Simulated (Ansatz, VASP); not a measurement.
# As: VASP beside Ansatz

Contents of INCAR:

```
SYSTEM = As
PREC = Accurate
ENCUT = 520
EDIFF = 1E-6
ISMEAR = -1
SIGMA = 0.05
LREAL = .FALSE.
LASPH = .TRUE.
NELM = 80
ALGO = Normal
ISIF = 2
LWAVE = .FALSE.
LCHARG = .FALSE.
GGA = PE
NBANDS = 8
```

KPOINTS

```
Automatic mesh
0
G
  16 16 16
  0 0 0
```

File POSCAR:

```
As
1.0
   -1.3797219628      1.3797219628      1.3797219628
    1.3797219628     -1.3797219628      1.3797219628
    1.3797219628      1.3797219628     -1.3797219628
As
1
Direct
    0.0000000000      0.0000000000      0.0000000000
```

Input for Ansatz:

```yaml
crystal:
  lattice:
    - [-1.3797219628, 1.3797219628, 1.3797219628]
    - [1.3797219628, -1.3797219628, 1.3797219628]
    - [1.3797219628, 1.3797219628, -1.3797219628]
  atoms:
    - { symbol: As, position: [0.0, 0.0, 0.0] }
kpoints:
  mp_grid: { grid: [16, 16, 16] }
scf:
  occupations: { method: fermi_dirac, width: 0.05 }
hamiltonian:
  xc: pbe
  pseudopotentials: { kind: paw }
output:
  forces: true
  stress: true
  eigenvalues: true
  populations: true
```

Change from the starting cell: volume scaled by 0.55, PAW files.

Alike in both runs: task single point; functional PBE; k mesh 16 × 16 × 16; occupations fermi-dirac, width 0.05 eV; no spin polarisation.

|  | VASP | Ansatz |
| --- | --- | --- |
| version | VASP 6.6.1 | Ansatz 0.2.0 |
| potentials or method | VASP PAW PBE potentials, release 64 (As) | PAW with Ansatz's default frozen-core files, scalar-relativistic |
| plane-wave cutoff (eV) | 520 | 420 |
| valence electrons in the cell | 5 | 15 |

|  | VASP | Ansatz | Ansatz less VASP |
| --- | --- | --- | --- |
| pressure (GPa) | 178.9 | 173.6 | -5.29 |

Both programs put the cell under a high pressure, so it lies far from rest at this level. The functional is the same, so the differences come from potentials, cutoffs and numerics. VASP's potentials hold 5 valence electrons a cell and Ansatz's 15, so a difference there can come from the potentials and not from the codes.

Noted on VASP's run: the cell as given lies far from equilibrium.
